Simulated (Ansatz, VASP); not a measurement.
# Mo in VASP and in Ansatz

The input INCAR:

```
SYSTEM = Mo
PREC     = Accurate       ! precision mode
ENCUT    = 520            ! plane-wave cutoff, eV
EDIFF    = 1E-7           ! SCF threshold, eV
ISMEAR   = -1             ! smearing method
SIGMA    = 0.05           ! smearing width, eV
LREAL    = .FALSE.        ! projectors in reciprocal space
LASPH    = .TRUE.         ! aspherical terms in the spheres
NELM     = 150            ! most SCF steps
ALGO     = Normal         ! electronic algorithm
ISIF     = 2              ! what is computed and relaxed
LWAVE    = .FALSE.        ! write WAVECAR
LCHARG   = .FALSE.        ! write CHGCAR
ISPIN    = 2              ! spin polarisation
MAGMOM   = 0.2            ! initial moments
LORBIT   = 11             ! projections on sites
LMAXMIX  = 4              ! l up to which the mixer works
GGA      = CA             ! functional
NBANDS   = 17             ! bands
```

The input KPOINTS:

```
Automatic mesh
0
G
  16 16 16
  0 0 0
```

File POSCAR:

```
Mo
1.0
   -1.5710000000      1.5710000000      1.5710000000
    1.5710000000     -1.5710000000      1.5710000000
    1.5710000000      1.5710000000     -1.5710000000
Mo
1
Direct
    0.0000000000      0.0000000000      0.0000000000
```

Input for Ansatz:

```yaml
crystal:
  lattice:
    - [-1.571, 1.571, 1.571]
    - [1.571, -1.571, 1.571]
    - [1.571, 1.571, -1.571]
  atoms:
    - { symbol: Mo, position: [0.0, 0.0, 0.0], spin: 0.2 }
kpoints:
  mp_grid: { grid: [16, 16, 16] }
  band_path:
    path:
      - [0.0, 0.0, 0.0]
      - [0.5, -0.5, 0.5]
      - [0.0, 0.0, 0.5]
      - [0.0, 0.0, 0.0]
      - [0.25, 0.25, 0.25]
      - [0.5, -0.5, 0.5]
      - [0.25, 0.25, 0.25]
      - [0.0, 0.0, 0.5]
    npoints: 5
scf:
  occupations: { method: fermi_dirac, width: 0.05 }
hamiltonian:
  xc: lda
  pseudopotentials:
    kind: all_electron
    lapw: { basis_error: 0.001 }
    relativity: none
output:
  forces: true
  stress: true
  eigenvalues: true
magnetization:
  spin_polarized: true
```

Alike in both runs: task single point; functional LDA; k mesh 16 × 16 × 16; occupations fermi-dirac, width 0.05 eV; collinear spin.

|  | VASP | Ansatz |
| --- | --- | --- |
| version | VASP 6.6.1 | Ansatz 0.2.0 |
| potentials or method | VASP PAW LDA potentials, release 64 (Mo_sv), cutoff 520 eV | all-electron LAPW, non-relativistic |

```csv
,VASP,Ansatz,Ansatz less VASP
gap on the k mesh at the Fermi level (eV),none,none,-
pressure (GPa),-7.1,-5.0,+2.17
net moment per atom (μB),0.00,0.00,0.000
```

LDA's correlation is that of Perdew and Zunger in VASP and of Perdew and Wang (1992) in Ansatz. A gap of «none» marks a metal or a gap that the smearing closes. Ansatz ran all-electron here, and VASP with PAW potentials. Ansatz's warnings: seeded moment not kept.
